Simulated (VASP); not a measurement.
SiNi3, 4 atoms in the cell. It takes space group Pm-3m (No. 221, cubic). Conventional cell: a = 3.394 Å, b = 3.394 Å, c = 3.394 Å, α = 90.00°, β = 90.00°, γ = 90.00°. Within 3.2 Å of Si (site symmetry m-3m) lie 12 Ni at 2.40 Å. Ni (site symmetry 4/mmm) has 4 Si at 2.40 Å and 8 Ni at 2.40 Å within 3.2 Å.  This cell differs from its parent crystal: volume scaled by 0.88.

* Program: VASP 6.6.1
* Task: single point
* Functional: PBE
* Potentials or basis: VASP PAW PBE potentials, release 64 (Si, Ni)
* Cutoff: 520 eV
* k mesh: 7 × 7 × 7
* Occupations: fermi-dirac, width 0.05 eV
* Spin: collinear spin, ferromagnetic start
* Starting moments: [0.0, 1.5, 1.5, 1.5] μB
* Dipole correction: no
* Further INCAR settings: ALGO = Normal; EDIFF = 1e-06; NBANDS = 29

Potentials or basis: VASP PAW PBE potentials, release 64 (Si, Ni).

Run with:

```sh
$ cat potpaw_PBE.64/Si/POTCAR potpaw_PBE.64/Ni/POTCAR > POTCAR
$ mpirun -np 1 vasp_std > vasp.out
```

Hardware: 1 thread of Intel(R) Xeon(R) Platinum 8488C (Sapphire Rapids) (shared host).

Q: Estimate the wall time of this run.

A: Wall time 33 s on 1 thread of Intel(R) Xeon(R) Platinum 8488C (Sapphire Rapids), with other jobs on the host, peak memory 0.18 GiB. Counts: scf iterations 14, k points 20.
